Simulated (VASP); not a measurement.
Runs of VASP 6.6.1 on RbBr. The structure is that of space group Fm-3m (No. 225), or close to it. The cells are those of the table. 

```tsv
level	cell	k mesh	smearing	grid for exact exchange (PRECFOCK)	share of exact exchange	screening parameter	gap on the mesh (eV)	pressure (GPa)
PBE	a = 4.894, b = 4.858, c = 4.858 Å, angles 60.5, 59.8, 59.8°, 2 atoms	6 × 6 × 6	fermi-dirac 0.02 eV	-	-	-	(a)	0.8
HSE06	a = 4.894, b = 4.858, c = 4.858 Å, angles 60.5, 59.8, 59.8°, 2 atoms	4 × 4 × 4	gaussian 0.01 eV	Normal	0.25	0.2079 1/Å	5.47	0.5
PBE	a = 4.895, b = 4.895, c = 4.968 Å, angles 59.5, 59.5, 59.0°, 2 atoms	4 × 4 × 4	gaussian 0.01 eV	-	-	-	4.26	0.6
PBE	a = 4.894 Å, angles 60.0°, 2 atoms	4 × 4 × 4	gaussian 0.01 eV	-	-	-	4.29	0.6
PBE	a = 4.976 Å, angles 58.9°, 2 atoms	4 × 4 × 4	gaussian 0.01 eV	-	-	-	4.21	(b)
```

Alike in all rows: task single point; potentials or basis VASP PAW PBE potentials, release 64 (Rb_sv, Br); no spin polarisation; cutoff (eV) 520.

Question: Fill in the values left out.

Answer: (a) 4.31; (b) 0.2.

Caveats: the PAW data sets were made with another functional, which shifts forces and pressure a little (at least some runs).

A k mesh can miss the band edges, and the runs leave out spin-orbit coupling on Br, Rb.
